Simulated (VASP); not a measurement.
Set up this calculation in VASP 6.6.1, as the native input.

| Item | Value |
| --- | --- |
| Task | single point |
| Functional | PBE |
| Potentials or basis | VASP PAW PBE potentials, release 64 (Rh_pv) |
| Cutoff | 500 eV |
| k mesh | 10 × 10 × 10 |
| Occupations | gaussian, width 0.05 eV |
| Spin | no spin polarisation |
| Dipole correction | no |
| Further INCAR settings | ALGO = Normal; EDIFF = 1e-06; NBANDS = 14 |

The structure of Rh lies in POSCAR:

```
Rh
1.0
   -1.5350999964      1.5350999964      1.5350999964
    1.5350999964     -1.5350999964      1.5350999964
    1.5350999964      1.5350999964     -1.5350999964
Rh
1
Direct
    0.0000000000      0.0000000000      0.0000000000
```

These files were run (other wordings do the same):

INCAR

```
  ALGO = Normal
  EDIFF = 1E-6
  ENCUT = 500
  GGA = PE
  GGA_COMPAT = False
  ISIF = 2
  ISMEAR = 0
  LASPH = True
  LCHARG = False
  LREAL = False
  LWAVE = False
  NBANDS = 14
  NELM = 120
  PREC = Accurate
  SIGMA = 0.05
```

KPOINTS

```
k-points
0
Gamma
  10 10 10
```

Potentials or basis: VASP PAW PBE potentials, release 64 (Rh_pv).

Launch:

```console
$ cat potpaw_PBE.64/Rh_pv/POTCAR > POTCAR
$ mpirun -np 1 vasp_std > vasp.out
```

Results of the run:

- Pressure: 0.0 GPa

Wall time 6.3 s on 1 thread of Intel(R) Xeon(R) Platinum 8488C (Sapphire Rapids), on a shared host, peak memory 0.12 GiB.
